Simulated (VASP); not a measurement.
## TaN: single point with PBE0

TaN:

```
Ta N
1.0
     2.92954    0.00000    0.00000
    -1.46477    2.53706    0.00000
     0.00000    0.00000    2.87329
Ta N
1 1
Direct
  0.00000 0.00000 0.50000
  0.66667 0.33333 0.00000
```

```json
{"Program": "VASP 6.6.1", "Task": "single point", "Functional": "PBE0", "Potentials or basis": "VASP PAW PBE potentials, release 64 (Ta_pv, N)", "Cutoff": "640 eV", "k mesh": "5 × 5 × 5", "Occupations": "fermi-dirac, width 0.05 eV", "Spin": "no spin polarisation"}
```

* Pressure: -0.9 GPa
* Band gap on the k mesh: zero (filled and empty bands touch)

Levels at points of the mesh, in eV from the Fermi level:
```
           k point  band 6  band 7  band 8  band 9  band 10  band 11
(0.00, 0.00, 0.00)   -6.04   -5.58   -4.23    3.00     4.49     4.49
```

Run time: 12 min on 4 MPI ranks on Intel(R) Xeon(R) Platinum 8259CL CPU @ 2.50GHz (Skylake/Cascade Lake) (shared host), peak memory 0.16 GiB a rank.

Caveat: the k points lie up to 0.50 Å⁻¹ apart; the PAW data sets were made with another functional, which shifts forces and pressure a little; spin-orbit coupling is left out, which moves the levels of the heavy elements.
